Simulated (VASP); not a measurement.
# GeSe (Pnma) in VASP: single point with r2SCAN+rVV10

Aim: the single point of GeSe with r2SCAN+rVV10.

All numbers are computed with VASP 6.6.1; they aren't measurements. Logs are shortened: lines on timing, memory, paths and dates and some standing lists are left out, and cuts for length are marked.

## Step 1: The cell of the first run

It takes space group Pnma (No. 62, orthorhombic). The conventional cell has a = 11.010 Å, b = 3.804 Å, c = 4.536 Å, α = 90.00°, β = 90.00°, γ = 90.00°. Ge (site symmetry m) has 6 Se at 2.56 to 3.51 Å and 2 Ge at 3.51 Å within 3.6 Å. Within 3.9 Å of Se (site symmetry m) lie 6 Ge at 2.56 to 3.51 Å and 8 Se at 3.71 to 3.80 Å.

## Step 2: Single point, r2SCAN+rVV10

Contents of POSCAR:

```
GeSe
1.0
   11.0103042339      0.0000000000      0.0000000000
    0.0000000000      3.8043314356      0.0000000000
    0.0000000000      0.0000000000      4.5363774520
Ge Se
4 4
Direct
    0.1254375735      0.7500000000      0.8860310481
    0.6254375735      0.7500000000      0.6139689519
    0.3745624265      0.2500000000      0.3860310481
    0.8745624265      0.2500000000      0.1139689519
    0.8516134864      0.7500000000      0.4877997614
    0.3516134864      0.7500000000      0.0122002386
    0.6483865136      0.2500000000      0.9877997614
    0.1483865136      0.2500000000      0.5122002386
```

Contents of INCAR.step1:

```
SYSTEM = GeSe
PREC = Accurate
ENCUT = 550
ISMEAR = -1
SIGMA = 0.02
LREAL = .False.
LASPH = .True.
NELM = 120
NBANDS = 50
GGA = PE
ALGO = Normal
EDIFF = 1E-5
LWAVE = .True.
LCHARG = .False.
GGA_COMPAT = .False.
```

Contents of INCAR.step2:

```
SYSTEM = GeSe
PREC = Accurate
ENCUT = 550
EDIFF = 1E-6
ISMEAR = -1
SIGMA = 0.02
LREAL = .False.
LASPH = .True.
NELM = 120
ALGO = Normal
ISIF = 2
LWAVE = .False.
LCHARG = .False.
METAGGA = R2SCAN
LMIXTAU = .True.
LUSE_VDW = .True.
IVDW_NL = 2
BPARAM = 11.95
CPARAM = 0.0093
NBANDS = 50
ISTART = 1
GGA_COMPAT = .False.
```

Contents of KPOINTS:

```
regular mesh
0
Gamma
  2 6 6
  0 0 0
```

Potentials or basis: VASP PAW PBE potentials, release 64 (Ge_d, Se).

The run is started by

```
$ cat potpaw_PBE.64/Ge_d/POTCAR potpaw_PBE.64/Se/POTCAR > POTCAR
$ cp INCAR.step1 INCAR
$ mpirun -np 1 vasp_std > vasp.out
$ cp INCAR.step2 INCAR
$ mpirun -np 1 vasp_std > vasp.out
```

OUTCAR:

```text
SYSTEM = GeSe
   PREC = Accurate
   ENCUT = 550
   EDIFF = 1E-6
   ISMEAR = -1
   LREAL = .False.
   LASPH = .True.
   NELM = 120
   ISIF = 2
   METAGGA = R2SCAN
   IVDW_NL = 2
   BPARAM = 11.95
   ISTART = 1

 ion  position               nearest neighbor table
   1  0.125  0.750  0.886-   6 2.56   8 2.56   8 2.56
   2  0.625  0.750  0.614-   5 2.56   7 2.56   7 2.56
   3  0.375  0.250  0.386-   8 2.56   6 2.56   6 2.56
   4  0.875  0.250  0.114-   7 2.56   5 2.56   5 2.56
   5  0.852  0.750  0.488-   2 2.56   4 2.56   4 2.56
   6  0.352  0.750  0.012-   1 2.56   3 2.56   3 2.56
   7  0.648  0.250  0.988-   4 2.56   2 2.56   2 2.56
   8  0.148  0.250  0.512-   3 2.56   1 2.56   1 2.56

  LATTYP: Found a simple orthorhombic cell.
 ALAT       =     3.8043314356
 B/A-ratio  =     1.1924243533
 C/A-ratio  =     2.8941495819

  Lattice vectors:

 A1 = (   0.0000000000,   3.8043314356,   0.0000000000)
 A2 = (   0.0000000000,   0.0000000000,   4.5363774520)
 A3 = (  11.0103042339,   0.0000000000,   0.0000000000)

Analysis of symmetry for initial positions (statically):
=====================================================================
 Subroutine PRICEL returns:
 Original cell was already a primitive cell.

 Routine SETGRP: Setting up the symmetry group for a
 simple orthorhombic supercell.

 Subroutine GETGRP returns: Found  8 space group operations
 (whereof  2 operations were pure point group operations)
 out of a pool of  8 trial point group operations.

The static configuration has the point symmetry S_2 .
 The point group associated with its full space group is D_2h.

Analysis of symmetry for dynamics (positions and initial velocities):
=====================================================================
 Subroutine PRICEL returns:
 Original cell was already a primitive cell.

 Routine SETGRP: Setting up the symmetry group for a
 simple orthorhombic supercell.

 Subroutine GETGRP returns: Found  8 space group operations
 (whereof  2 operations were pure point group operations)
 out of a pool of  8 trial point group operations.

The dynamic configuration has the point symmetry S_2 .
 The point group associated with its full space group is D_2h.

 Subroutine INISYM returns: Found  8 space group operations
 (whereof  2 operations are pure point group operations),
 and found     1 'primitive' translations

[... 108 lines left out ...]
   EDIFFG = 0.1E-04   stopping-criterion for IOM
   NSW    =      0    number of steps for IOM
   IBRION =     -1    ionic relax: 0-MD 1-quasi-New 2-CG
   NFREE  =      0    steps in history (QN), initial steepest desc. (CG)
   ISIF   =      2    stress and relaxation
   ISYM   =      2    0-nonsym 1-usesym 2-fastsym
   POTIM  = 0.5000    time-step for ionic-motion
   TEBEG  =    0.0;   TEEND  =   0.0 temperature during run
   PSTRESS=    0.0 pullay stress
   NELECT =      80.0000    total number of electrons
   NUPDOWN=      -1.0000    fix difference up-down
   EMIN   =  10.00;   EMAX   =-10.00  energy-range for DOS
   EFERMI =   0.00;   METHOD = LEGACY
   ISMEAR =    -1;   SIGMA  =   0.02  broadening in eV -4-tet -1-fermi 0-gaus
   EFERMI_NEDOS =   21; number of points for ismear=-14 and -15
   IALGO  =     38    algorithm
   IMIX   =      4    mixing-type and parameters
     AMIX     =   0.40;   BMIX     =  1.00
     AMIX_MAG =   1.60;   BMIX_MAG =  1.00
  volume/ion in A,a.u.               =      23.75       160.29
  Fermi-wavevector in a.u.,A,eV,Ry     =   1.226994  2.318683 20.483775  1.505515
  Thomas-Fermi vector in A             =   2.361974
   LORBIT       =      0    0 simple, 1 ext, 2 COOP (PROOUT), +10 PAW based schemes
   METAGGA = R2SCAN    functional components
   LHFCALC =     F    Hartree Fock is set to
   AEXX    =    0.0000 exact exchange contribution
   IVDW_NL    =     2    kernel type
   BPARAM     =11.9500
   IVDW    =     0    specifies the selected vdW correction
   LEPSILON=     F    determine dielectric tensor
   LRPA    =     F    only Hartree local field effects (RPA)
 non-spin polarized calculation
  energy-cutoff  :      550.00
  volume of cell :      190.01
 maximum number of plane-waves:      5598
   NGX = 43   NGY = 15   NGZ = 17

 number of electron      79.9999980 magnetization

 Free energy of the ion-electron system (eV)
  ---------------------------------------------------
  ext. energy  EPLUGINS =         0.00000000
  ---------------------------------------------------
  free energy    TOTEN  =      -112.15457144 eV

  energy without entropy =     -112.15457144  energy(sigma->0) =     -112.15457144

 E-fermi :   4.2924     XC(G=0): -10.3957

 val. band max:        3.8369078518   @ k =   0.0000   0.0000   0.0000
 cond. band min:       4.8492354139   @ k =   0.0000   0.0000   0.0000
 fundamental gap:      1.0123275621
 Fermi energy:         4.2924213244

 k-point     1 :       0.0000    0.0000    0.0000
  band No.  band energies     occupation
      1     -21.3661      2.00000
      2     -21.3635      2.00000
      3     -21.3607      2.00000
      4     -21.3597      2.00000
      5     -21.3595      2.00000
      6     -21.3588      2.00000
[... 1261 lines left out ...]
     49       9.7082      0.00000
     50       9.7082      0.00000

 [... further k-points ...]

------------------------ aborting loop because EDIFF is reached ----------------------------------------

  FORCE on cell =-STRESS in cart. coord.  units (eV):
  Direction    XX          YY          ZZ          XY          YZ          ZX
  --------------------------------------------------------------------------------------
  -------------------------------------------------------------------------------------
  Total        0.0979661      0.0804246      0.1170155      0.0000000     -0.0000000      0.0000000
  in kB        0.8260368      0.6781294      0.9866587      0.0000000     -0.0000000      0.0000000
  external PRESSURE =       0.8302750 kB  Pullay stress =       0.0000000 kB

 VOLUME and BASIS-vectors are now :
 -----------------------------------------------------------------------------
  energy-cutoff  :      550.00
  volume of cell :      190.01
      direct lattice vectors                 reciprocal lattice vectors
    11.010304234  0.000000000  0.000000000     0.090824012  0.000000000  0.000000000
     0.000000000  3.804331436  0.000000000     0.000000000  0.262858275  0.000000000
     0.000000000  0.000000000  4.536377452     0.000000000  0.000000000  0.220440210

 POSITION                                       TOTAL-FORCE (eV/Angst)
 -----------------------------------------------------------------------------------
      1.38111      2.85325      4.01937        -0.019816      0.000000      0.017035
      6.88626      2.85325      2.78519        -0.019816     -0.000000     -0.017035
      4.12405      0.95108      1.75118         0.019816      0.000000      0.017035
      9.62920      0.95108      0.51701         0.019816     -0.000000     -0.017035
      9.37652      2.85325      2.21284         0.008773     -0.000000      0.010172
      3.87137      2.85325      0.05534         0.008773      0.000000     -0.010172
      7.13893      0.95108      4.48103        -0.008773     -0.000000      0.010172
      1.63378      0.95108      2.32353        -0.008773     -0.000000     -0.010172
 -----------------------------------------------------------------------------------
    total drift:                                0.000000     -0.000000     -0.000000

  FREE ENERGIE OF THE ION-ELECTRON SYSTEM (eV)
  ---------------------------------------------------
  free  energy   TOTEN  =      -112.1545714386 eV

  energy  without entropy=     -112.1545714386  energy(sigma->0) =     -112.15457144
```

OUTCAR.step1:

```text
SYSTEM = GeSe
   PREC = Accurate
   ENCUT = 550
   ISMEAR = -1
   LREAL = .False.
   LASPH = .True.
   NELM = 120
[... 1518 lines left out ...]
      3.87137      2.85325      0.05534         0.140126     -0.000000     -0.195998
      7.13893      0.95108      4.48103        -0.140126     -0.000000      0.195998
      1.63378      0.95108      2.32353        -0.140126     -0.000000     -0.195998
 -----------------------------------------------------------------------------------
    total drift:                                0.000000     -0.000000     -0.000000

  FREE ENERGIE OF THE ION-ELECTRON SYSTEM (eV)
  ---------------------------------------------------
  free  energy   TOTEN  =       -33.7975422279 eV

  energy  without entropy=      -33.7975422279  energy(sigma->0) =      -33.79754223
```

It took 34 min on 1 thread of Oxide Virtual Turin-like, shared host; peak memory 0.77 GiB.

Results:

```
Free energy            : -112.1546 eV
Pressure               : 0.1 GPa
Largest force          : 0.026 eV/Å
Band gap on the k mesh : 1.01 eV
```

Forces in eV/Å, atoms in the order of the input:
```
Ge  -0.020  0.000  0.017
Ge  -0.020  0.000 -0.017
Ge   0.020  0.000  0.017
Ge   0.020  0.000 -0.017
Se   0.009  0.000  0.010
Se   0.009  0.000 -0.010
Se  -0.009  0.000  0.010
Se  -0.009  0.000 -0.010
```

Caveat: the PAW data sets were made with another functional, which shifts forces and pressure a little. A k mesh can miss the band edges.
